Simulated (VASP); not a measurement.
Here is a VASP 6.6.1 calculation.

INCAR

```
SYSTEM = MgIF
ALGO = Normal
DIPOL = 0.5 0.5 0.307
EDIFF = 1E-6
ENCUT = 520
GGA = PE
IDIPOL = 3
ISIF = 2
ISMEAR = 0
LASPH = .True.
LCHARG = .False.
LDIPOL = .True.
LREAL = .False.
LWAVE = .False.
NBANDS = 15
NELM = 60
PREC = Accurate
SIGMA = 0.02
```

File KPOINTS:

```
k-points
0
Gamma
  12 12 1
  0 0 0
```

File POSCAR:

```
MgIF
1.0
    3.6732102512     -0.0000002370      0.0000000000
   -1.8366049203      3.1810935095      0.0000000000
    0.0000000000      0.0000000000     28.1400932000
Mg I F
1 1 1
Direct
    0.0000000000      0.0000000000      0.3185390932
    0.6666666667      0.3333333333      0.2482802895
    0.6666666667      0.3333333333      0.3526991262
```

Potentials or basis: VASP PAW PBE potentials, release 64 (Mg, I, F).

Launch:

```sh
$ cat potpaw_PBE.64/Mg/POTCAR potpaw_PBE.64/I/POTCAR potpaw_PBE.64/F/POTCAR > POTCAR
$ mpirun -np 1 vasp_std > vasp.out
```

Problem. Estimate the largest force.

Solution. 0.021 eV/Å.

Problem. What does it give for the band gap on the k mesh?

Solution. 0.72 eV, direct.

Forces on the atoms (eV/Å):
```
Mg   0.000  0.000 -0.002
I    0.000  0.000 -0.019
F    0.000  0.000  0.021
```

Caveat: spin-orbit coupling is left out, which moves the levels of the heavy elements.
